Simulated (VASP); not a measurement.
Set up this calculation in VASP 6.6.1, as the native input.

* Task: single point
* Functional: PBE
* Potentials or basis: VASP PAW PBE potentials, release 64 (Ba_sv, S)
* Cutoff: 520 eV
* k mesh: 4 × 2 × 2
* Occupations: gaussian, width 0.1 eV
* Spin: no spin polarisation
* Dipole correction: no
* Further INCAR settings: ALGO = Normal; EDIFF = 1e-06; NBANDS = 42

The structure of BaS lies in POSCAR:

```
BaS
1.0
   -0.0002682488      3.2158554262      3.2157073635
    6.4275142617      3.2133519635     -3.2138885250
   -6.4251276882      3.2117431043     -3.2108770363
Ba S
4 4
Direct
   -0.0004262054     -0.0004400874      0.9999376114
    0.5002931817      0.5005149693      0.0003516506
    0.4997966169      0.0006016699      0.5007519882
    0.9992364835      0.4996252783      0.4994926589
    1.0005258343      0.2503311817      0.7505413387
    0.5001258706      0.7494819805      0.7492364701
    0.5000293848      0.2494498152      0.2495421125
    1.0004188335      0.7504351926      0.2501461696
```

One way to write it, as run:

INCAR

```
PREC     = Accurate       # precision mode
ENCUT    = 520            # plane-wave cutoff, eV
EDIFF    = 1E-6           # SCF threshold, eV
ISMEAR   = 0              # smearing method
SIGMA    = 0.1            # smearing width, eV
LREAL    = False          # projectors in reciprocal space
LASPH    = True           # aspherical terms in the spheres
NELM     = 80             # most SCF steps
ALGO     = Normal         # electronic algorithm
ISIF     = 2              # what is computed and relaxed
LWAVE    = False          # write WAVECAR
LCHARG   = True           # write CHGCAR
GGA      = PE             # functional
LELF     = True           # ELF
LVHAR    = True         
NBANDS   = 42             # bands
```

KPOINTS

```
Automatic mesh
0
Gamma
  4 2 2
```

Potentials or basis: VASP PAW PBE potentials, release 64 (Ba_sv, S).

The run is started by

```console
$ cat potpaw_PBE.64/Ba_sv/POTCAR potpaw_PBE.64/S/POTCAR > POTCAR
$ mpirun -np 1 vasp_std > vasp.out
```

Results of the run:

The pressure is 0.6 GPa and the largest force is 0.014 eV/Å. The band gap on the k mesh is 2.13 eV.

Caveat: the k points lie up to 0.42 Å⁻¹ apart; spin-orbit coupling is left out, which moves the levels of the heavy elements.

Run time: 2.3 min on 1 thread of Intel(R) Xeon(R) Platinum 8488C (Sapphire Rapids), on a shared host, peak memory 0.37 GiB.
